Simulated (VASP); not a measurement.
Here is a VASP 6.6.1 calculation.

INCAR

```
SYSTEM = Sr3Ag
  ALGO = Normal
  EDIFF = 1E-7
  ENCUT = 520
  GGA = PE
  ISIF = 2
  ISMEAR = -1
  LASPH = .True.
  LCHARG = .False.
  LREAL = .False.
  LWAVE = .False.
  NBANDS = 28
  NELM = 60
  PREC = Accurate
  SIGMA = 0.05
```

File KPOINTS:

```
k-points
0
Gamma
  5 5 5
  0 0 0
```

POSCAR

```
Sr3Ag
1.0
    5.5631316415      0.0000000000      0.0000000000
    0.0000000000      5.5631316415      0.0000000000
    0.0000000000      0.0000000000      5.5631316415
Ag Sr
1 3
Direct
    0.0000000000      0.0000000000      0.0000000000
    0.5000000000      0.5000000000      0.0000000000
    0.5000000000      0.0000000000      0.5000000000
    0.0000000000      0.5000000000      0.5000000000
```

Potentials or basis: VASP PAW PBE potentials, release 64 (Ag, Sr_sv).

Launch:

```console
$ cat potpaw_PBE.64/Ag/POTCAR potpaw_PBE.64/Sr_sv/POTCAR > POTCAR
$ mpirun -np 1 vasp_std > vasp.out
```

Question: Predict the pressure.

Answer: -0.5 GPa.

Question: Predict the band gap on the k mesh.

Answer: Zero (an odd number of electrons rules out a gap without spin polarisation).
